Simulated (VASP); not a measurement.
# Co14NiW5 in VASP: a series of runs

Runs on Co14NiW5. Level: PBE. Tasks: single point.

Program: VASP 6.6.1. These are calculated values, not measurements. Logs are shortened: lines on timing, memory, paths and dates and some standing lists are left out, and cuts for length are marked.

## Step 1: The cell of the first run

The cell holds a disordered packing, 20 atoms: a = 6.412 Å, b = 6.156 Å, c = 6.644 Å, α = 89.00°, β = 94.63°, γ = 91.19°.

## Step 2: Single point, PBE

INCAR

```
SYSTEM = Co14NiW5
  PREC = Accurate
  ENCUT = 400
  EDIFF = 1E-6
  ISMEAR = -1
  SIGMA = 0.2025
  LREAL = Auto
  LASPH = .True.
  NELM = 120
  ALGO = Normal
  ISIF = 2
  LWAVE = .False.
  LCHARG = .True.
  GGA = PE
  LELF = .True.
  LVHAR = .True.
  NBANDS = 119
  ISYM = -1
  GGA_COMPAT = .False.
```

KPOINTS

```
explicit points
1
Reciprocal
  0.25000000   0.25000000   0.25000000 1
```

POSCAR

```
Co14NiW5
1.0
    6.4067140000     -0.0639040000     -0.2633820000
   -0.0639040000      6.1558140000      0.0545630000
   -0.2633820000      0.0545630000      6.6380590000
Co W Ni
14 5 1
Direct
    0.7337855070      1.0125379444      0.4603224808
    0.5320535240      0.2414509336      0.6444900586
    0.2395107320      0.5387109446      0.8051118754
    0.3132042444      0.3764867439      0.2340896810
    0.4461856196      0.6579480567      0.5162507054
    0.4831419660      0.1006947421      0.2058098143
    0.2744059714      0.7644282626      0.1377753790
   -0.0873566776      0.2034983281      0.8407840823
    0.9744061670      0.5301062069      0.1143309904
    0.6068875988      0.4203953437     -0.0407418436
    0.3270964524     -0.0042864775      0.4733707852
    0.6691220184      0.7547679529      0.1688221348
    0.8023873170      0.5696581841      0.7166382698
    0.3296724453      0.1202704526      0.8805207172
    0.0978510476      0.6570968704      0.4287330119
    0.0932348576      0.8483424725      0.7809250073
    0.6180364396      0.8888981196      0.8129961974
    0.9361611784      1.0440295358      0.1601600136
    0.7205357914      0.4228449868      0.3918045119
    0.1159955069      0.2311532402      0.5218595849
```

Potentials or basis: VASP PAW PBE potentials, release 64 (Co, W_sv, Ni).

On the command line:

```console
$ cat potpaw_PBE.64/Co/POTCAR potpaw_PBE.64/W_sv/POTCAR potpaw_PBE.64/Ni/POTCAR > POTCAR
$ mpirun -np 1 vasp_std > vasp.out
```

OUTCAR:

```text
SYSTEM = Co14NiW5
   PREC = Accurate
   ENCUT = 400
   EDIFF = 1E-6
   ISMEAR = -1
   LREAL = Auto
   LASPH = .True.
   NELM = 120
   ISIF = 2
   GGA = PE
   ISYM = -1

 ion  position               nearest neighbor table
   1  0.734  0.013  0.460-   6 2.30   2 2.36  18 2.47  12 2.53  19 2.56  17 2.61  11 2.62  20 2.78
                             5 2.87   8 2.94  16 3.18  15 3.25
   2  0.532  0.241  0.644-  14 2.22  11 2.25   1 2.36  10 2.39  19 2.39  17 2.48  13 2.66   8 2.69
                            20 2.73   5 2.74   3 2.92   6 3.05   4 3.07
   3  0.240  0.539  0.805-  16 2.14   5 2.51  10 2.60   7 2.62  14 2.68  15 2.68  20 2.75   9 2.77
                            13 2.83   2 2.92   8 2.93   4 3.01  17 3.21
   4  0.313  0.376  0.234-   6 2.06   9 2.45   7 2.47  20 2.52  15 2.65   5 2.65  10 2.73  19 2.75
                            11 2.81  14 2.86   3 3.01   2 3.07  18 3.15
   5  0.446  0.658  0.516-  11 2.24  15 2.26  19 2.50   3 2.51  17 2.61  13 2.61   4 2.65   7 2.74
                             2 2.74  12 2.86   1 2.87  16 3.23
   6  0.483  0.101  0.206-   4 2.06  11 2.19   1 2.30  14 2.30   7 2.47  12 2.49  10 2.69  19 2.73
                            18 2.97   2 3.05  17 3.13
   7  0.274  0.764  0.138-   9 2.38  15 2.39   6 2.47   4 2.47  12 2.52  16 2.60   3 2.62  11 2.66
                             5 2.74  14 2.79  18 2.81  17 3.28
   8  0.913  0.203  0.841-  18 2.32  13 2.48  16 2.55  10 2.58  20 2.58  17 2.68   2 2.69  14 2.72
                             9 2.74   3 2.93   1 2.94
   9  0.974  0.530  0.114-  15 2.32   7 2.38   4 2.45  12 2.47  10 2.58  19 2.62   8 2.74   3 2.77
                            13 2.79  18 3.01  16 3.06  18 3.20
  10  0.607  0.420  0.959-  13 2.29   2 2.39  12 2.51  14 2.57   9 2.58   8 2.58   3 2.60   6 2.69
                             4 2.73  19 2.91  17 3.03
  11  0.327  0.996  0.473-  20 2.05   6 2.19   5 2.24   2 2.25  15 2.53   1 2.62   7 2.66  16 2.76
                             4 2.81  14 2.82  17 2.88  18 3.14
  12  0.669  0.755  0.169-  18 2.45   9 2.47   6 2.49  17 2.49  10 2.51  19 2.51   7 2.52   1 2.53
                             5 2.86  15 3.19
  13  0.802  0.570  0.717-  10 2.29  19 2.37  17 2.44   8 2.48  16 2.52   5 2.61   2 2.66   9 2.79
                             3 2.83  15 2.84
  14  0.330  0.120  0.881-   2 2.22   6 2.30  16 2.30  17 2.43  10 2.57   3 2.68   8 2.72  20 2.73
                             7 2.79  11 2.82   4 2.86  18 3.27
  15  0.098  0.657  0.429-   5 2.26   9 2.32   7 2.39  11 2.53  16 2.64   4 2.65   3 2.68  20 2.69
                            19 2.79  13 2.84  18 3.10  12 3.19   1 3.25
  16  0.093  0.848  0.781-   3 2.14  14 2.30  13 2.52   8 2.55   7 2.60  15 2.64  11 2.76  20 2.90
                            18 3.06   9 3.06  17 3.09   1 3.18   5 3.23  17 3.36
  17  0.618  0.889  0.813-  14 2.43  13 2.44   2 2.48  12 2.49   5 2.61   1 2.61   8 2.68  11 2.88
                            10 3.03  16 3.09  18 3.10   6 3.13   3 3.21   7 3.28  16 3.36
  18  0.936  0.044  0.160-   8 2.32  12 2.45   1 2.47   7 2.81  20 2.83   6 2.97   9 3.01  16 3.06
                            15 3.10  17 3.10  11 3.14   4 3.15   9 3.20  19 3.21  14 3.27
  19  0.721  0.423  0.392-  13 2.37   2 2.39   5 2.50  12 2.51   1 2.56   9 2.62   6 2.73   4 2.75
                            15 2.79  20 2.88  10 2.91  18 3.21
  20  0.116  0.231  0.522-  11 2.05   4 2.52   8 2.58  15 2.69   2 2.73  14 2.73   3 2.75   1 2.78
                            18 2.83  19 2.88  16 2.90

IMPORTANT INFORMATION: All symmetrisations will be switched off!
NOSYMM: (Re-)initialisation of all symmetry stuff for point group C_1.

----------------------------------------------------------------------------------------

                                     Primitive cell

  volume of cell :     261.3240

  direct lattice vectors                    reciprocal lattice vectors
     6.406714000 -0.063904000 -0.263382000     0.156356410  0.001568274  0.006190950
    -0.063904000  6.155814000  0.054563000     0.001568274  0.162475619 -0.001273279
    -0.263382000  0.054563000  6.638059000     0.006190950 -0.001273279  0.150902554

  length of vectors
     6.412444002  6.156387483  6.643506189     0.156486787  0.162488177  0.151034864

  position of ions in fractional coordinates (direct lattice)
     0.733785507  0.012537944  0.460322481
     0.532053524  0.241450934  0.644490059
     0.239510732  0.538710945  0.805111875
     0.313204244  0.376486744  0.234089681
     0.446185620  0.657948057  0.516250705
     0.483141966  0.100694742  0.205809814
[... 12 lines left out ...]
     0.720535791  0.422844987  0.391804512
     0.115995507  0.231153240  0.521859585

  ion indices of the primitive-cell ions
   primitive index   ion index
                 1           1
                 2           2
                 3           3
                 4           4
                 5           5
                 6           6
[... 12 lines left out ...]
                19          19
                20          20

----------------------------------------------------------------------------------------

 KPOINTS: explicit points

Read explicit list of k-points.

 Found      1 k-points:

 Following reciprocal coordinates:
            Coordinates               Weight
  0.250000  0.250000  0.250000      1.000000
   k-points           NKPTS =      1   k-points in BZ     NKDIM =      1   number of bands    NBANDS=    119
   number of dos      NEDOS =    301   number of ions     NIONS =     20
   total plane-waves  NPLWV =  80640
   dimension x,y,z NGX =    42 NGY =   40 NGZ =   48
   dimension x,y,z NGXF=    84 NGYF=   80 NGZF=   96
   ions per type =              14   5   1
   NGX,Y,Z   is equivalent  to a cutoff of  10.89, 10.80, 12.01 a.u.
   NGXF,Y,Z  is equivalent  to a cutoff of  21.78, 21.60, 24.02 a.u.
 SYSTEM =  Co14NiW5
   PREC   = accura    normal or accurate (medium, high low for compatibility)
   ISTART =      0    job   : 0-new  1-cont  2-samecut
   ICHARG =      2    charge: 1-file 2-atom 10-const
   ISPIN  =      1    spin polarized calculation?
   LNONCOLLINEAR =      F non collinear calculations
   LSORBIT =      F    spin-orbit coupling
   LASPH  =      T    aspherical Exc in radial PAW
   ENCUT  =  400.0 eV  29.40 Ry    5.42 a.u.  10.46 10.04 10.83*2*pi/ulx,y,z
   NELM   =    120;   NELMIN=  2; NELMDL= -5     # of ELM steps
   EDIFF  = 0.1E-05   stopping-criterion for ELM
   LREAL  =      T    real-space projection
   EDIFFG = 0.1E-04   stopping-criterion for IOM
   NSW    =      0    number of steps for IOM
   IBRION =     -1    ionic relax: 0-MD 1-quasi-New 2-CG
   NFREE  =      0    steps in history (QN), initial steepest desc. (CG)
   ISIF   =      2    stress and relaxation
   ISYM   =     -1    0-nonsym 1-usesym 2-fastsym
   POTIM  = 0.5000    time-step for ionic-motion
   TEBEG  =    0.0;   TEEND  =   0.0 temperature during run
   PSTRESS=    0.0 pullay stress
   NELECT =     206.0000    total number of electrons
   NUPDOWN=      -1.0000    fix difference up-down
   EMIN   =  10.00;   EMAX   =-10.00  energy-range for DOS
   EFERMI =   0.00;   METHOD = LEGACY
   ISMEAR =    -1;   SIGMA  =   0.20  broadening in eV -4-tet -1-fermi 0-gaus
   EFERMI_NEDOS =   21; number of points for ismear=-14 and -15
   IALGO  =     38    algorithm
   IMIX   =      4    mixing-type and parameters
     AMIX     =   0.40;   BMIX     =  1.00
     AMIX_MAG =   1.60;   BMIX_MAG =  1.00
  volume/ion in A,a.u.               =      13.07        88.18
  Fermi-wavevector in a.u.,A,eV,Ry     =   1.512298  2.857830 31.117155  2.287046
  Thomas-Fermi vector in A             =   2.622241
   LORBIT       =      0    0 simple, 1 ext, 2 COOP (PROOUT), +10 PAW based schemes
   GGA     = PE    functional components
   LHFCALC =     F    Hartree Fock is set to
   AEXX    =    0.0000 exact exchange contribution
   IVDW    =     0    specifies the selected vdW correction
   LEPSILON=     F    determine dielectric tensor
   LRPA    =     F    only Hartree local field effects (RPA)
 non-spin polarized calculation
  energy-cutoff  :      400.00
  volume of cell :      261.32
 maximum number of plane-waves:      4761
 NGX is ok and might be reduce to    42
   NGX = 21   NGY = 21   NGZ = 21

 number of electron     206.0000049 magnetization

 Free energy of the ion-electron system (eV)
  ---------------------------------------------------
  ext. energy  EPLUGINS =         0.00000000
  ---------------------------------------------------
  free energy    TOTEN  =      -160.77911809 eV

  energy without entropy =     -156.37349933  energy(sigma->0) =     -158.57630871

 E-fermi :   9.4916     XC(G=0): -12.9618

 val. band max:        9.4710210981   @ k =   0.2500   0.2500   0.2500
 cond. band min:       9.5007080281   @ k =   0.2500   0.2500   0.2500
 fundamental gap:      0.0296869300
 Fermi energy:         9.4915917178

 k-point     1 :       0.2500    0.2500    0.2500
  band No.  band energies     occupation
      1     -65.0717      2.00000
      2     -64.9091      2.00000
      3     -64.6625      2.00000
      4     -64.6094      2.00000
      5     -64.4315      2.00000
      6     -29.2665      2.00000
[... 107 lines left out ...]
    114      10.3124      0.03414
    115      10.3656      0.02635
 [bands above 115 left out]

------------------------ aborting loop because EDIFF is reached ----------------------------------------

  FORCE on cell =-STRESS in cart. coord.  units (eV):
  Direction    XX          YY          ZZ          XY          YZ          ZX
  --------------------------------------------------------------------------------------
  -------------------------------------------------------------------------------------
  Total      -10.2672564     -2.2932065     -8.3832526     -4.2559610      3.3995339     -4.3402254
  in kB      -62.9485494    -14.0596493    -51.3977222    -26.0932970     20.8425424    -26.6099222
  external PRESSURE =     -42.8019736 kB  Pullay stress =       0.0000000 kB

 VOLUME and BASIS-vectors are now :
 -----------------------------------------------------------------------------
  energy-cutoff  :      400.00
  volume of cell :      261.32
      direct lattice vectors                 reciprocal lattice vectors
     6.406714000 -0.063904000 -0.263382000     0.156356410  0.001568274  0.006190950
    -0.063904000  6.155814000  0.054563000     0.001568274  0.162475619 -0.001273279
    -0.263382000  0.054563000  6.638059000     0.006190950 -0.001273279  0.150902554

 POSITION                                       TOTAL-FORCE (eV/Angst)
 -----------------------------------------------------------------------------------
      4.57911      0.05541      2.86307         0.975557     -1.168041      0.873656
      3.22354      1.48749      4.15120         0.219872      2.011218      0.397867
      1.28800      3.34483      5.31069         1.197113     -2.875758      0.748084
      1.92090      2.31034      1.49195        -0.915424      1.738875     -0.133511
      2.68057      4.04986      3.34529         2.705443     -1.126017      0.267455
      3.03471      0.60021      1.24442         2.314536     -1.141214     -1.626043
[... 12 lines left out ...]
      4.48605      2.57829      2.43412         0.506617     -1.044632     -2.119383
      0.59093      1.44400      3.44620        -2.570881      2.260919      0.973454
 -----------------------------------------------------------------------------------
    total drift:                                0.004122      0.001499      0.004819

  FREE ENERGIE OF THE ION-ELECTRON SYSTEM (eV)
  ---------------------------------------------------
  free  energy   TOTEN  =      -160.7791180882 eV

  energy  without entropy=     -156.3734993340  energy(sigma->0) =     -158.57630871
```

It took 3.4 min on 1 thread of AMD EPYC 7R13, shared host; peak memory 0.25 GiB.

Results:

```yaml
Free_energy: -160.7791 eV
Pressure: -4.3 GPa
Largest_force: 3.559 eV/Å
```

Forces in eV/Å, atoms in the order of the input:
```
Co   0.976 -1.168  0.874
Co   0.220  2.011  0.398
Co   1.197 -2.876  0.748
Co  -0.915  1.739 -0.134
Co   2.705 -1.126  0.267
Co   2.315 -1.141 -1.626
Co   0.858  1.028 -0.673
Co  -0.720  0.403 -0.834
Co  -0.697 -0.901 -2.120
Co  -0.382 -0.434  1.297
Co   0.678 -1.740 -0.473
Co  -0.312  0.168  0.495
Co   0.818  0.165 -0.448
Co  -1.174  0.798  0.927
W   -2.423  0.157  0.141
W   -2.293  2.040  0.628
W   -0.083 -0.092  1.097
W    1.298 -0.249  0.579
W    0.507 -1.045 -2.119
Ni  -2.571  2.261  0.973
```

Stress tensor (GPa, compression positive):
```
-6.29 -2.61 -2.66
-2.61 -1.41  2.08
-2.66  2.08 -5.14
```

Caveat: the atoms stand as in a frame of molecular dynamics; spin-orbit coupling is left out, which moves the levels of the heavy elements; the run has no spin polarisation, though such a crystal can be magnetic. Spin polarisation is off, so any magnetic state and its effect on volume and gap are missing.

## Step 3: Single point, PBE

INCAR

```
ALGO = Normal
EDIFF = 1E-6
ENCUT = 400
GGA = PE
GGA_COMPAT = False
ISIF = 2
ISMEAR = -1
ISYM = -1
LASPH = True
LCHARG = False
LREAL = Auto
LWAVE = False
NBANDS = 119
NELM = 120
PREC = Accurate
SIGMA = 0.2025
```

KPOINTS is that of step 2.

POSCAR

```
Co14NiW5
1.0
    6.4067140000     -0.0639040000     -0.2633820000
   -0.0639040000      6.1558140000      0.0545630000
   -0.2633820000      0.0545630000      6.6380590000
Co W Ni
14 5 1
Direct
    0.8295136345      0.9692682599      0.5225356955
    0.5050027315      0.2239319298      0.6283266285
    0.2531549410      0.4774647926      0.7907768737
    0.3111153719      0.3652850986      0.1887981318
    0.4504768613      0.5888603192      0.5647723997
    0.4747799690      0.0834953028      0.1724939088
    0.2486715552      0.7877023102      0.1196634755
   -0.1179949765      0.2333716131      0.8002200330
    0.9416043043      0.4601074218      0.0589515374
    0.5893024824      0.4477766947     -0.0363664097
    0.3557185562     -0.0723570779      0.4399236108
    0.6684586906      0.7611222002      0.2107011818
    0.8119252214      0.5944607492      0.6614091449
    0.2548963742      0.1526038167      0.8842106698
    0.0807581853      0.6193494712      0.4280121173
    0.0881553747      0.8475787739      0.7809174486
    0.6007481724      0.9092846958      0.8422511692
    0.8958499636      1.0594721920      0.1325375044
    0.7117808673      0.3817501065      0.3485511107
    0.1255326878      0.2335641932      0.5424795241
```

Potentials or basis: VASP PAW PBE potentials, release 64 (Co, W_sv, Ni).

On the command line:

```console
$ cat potpaw_PBE.64/Co/POTCAR potpaw_PBE.64/W_sv/POTCAR potpaw_PBE.64/Ni/POTCAR > POTCAR
$ mpirun -np 1 vasp_std > vasp.out
```

It took 3.4 min on 1 thread of AMD EPYC 7R13, shared host; peak memory 0.25 GiB.

The run converged. Its results:

- Free energy: -161.2098 eV
- Pressure: -6.0 GPa
- Largest force: 3.129 eV/Å

Forces on the atoms (eV/Å):
```
Co  -1.225 -0.030 -0.999
Co   0.498 -0.491 -0.009
Co  -1.331  2.378  1.122
Co  -1.446  2.584  1.010
Co   1.272  1.059 -1.213
Co   2.593 -0.504 -0.511
Co   0.026 -1.093 -0.473
Co  -0.981 -0.813 -1.207
Co   1.380  1.967  0.867
Co  -0.184 -0.246 -0.179
Co  -0.503  0.064  1.179
Co  -0.274 -1.106  0.446
Co  -0.701 -0.357  1.500
Co   0.978 -1.104  1.668
W   -0.348  0.968 -2.216
W   -0.971 -0.452  0.235
W   -0.103 -0.622 -0.080
W    1.601 -0.440  0.475
W   -0.015 -1.069 -0.137
Ni  -0.265 -0.694 -1.478
```

Stress tensor (GPa, compression positive):
```
-8.96  3.20  1.97
 3.20 -1.57  0.43
 1.97  0.43 -7.57
```

Levels at points of the mesh, in eV from the Fermi level:
| k point | band 102 | band 103 | band 104 | band 105 | band 106 | band 107 |
| --- | --- | --- | --- | --- | --- | --- |
| (0.25, 0.25, 0.25) | -0.08 | -0.06 | -0.02 | 0.04 | 0.16 | 0.19 |

Caveat: the atoms stand as in a frame of molecular dynamics; spin-orbit coupling is left out, which moves the levels of the heavy elements; the run has no spin polarisation, though such a crystal can be magnetic. Spin polarisation is off, so any magnetic state and its effect on volume and gap are missing.
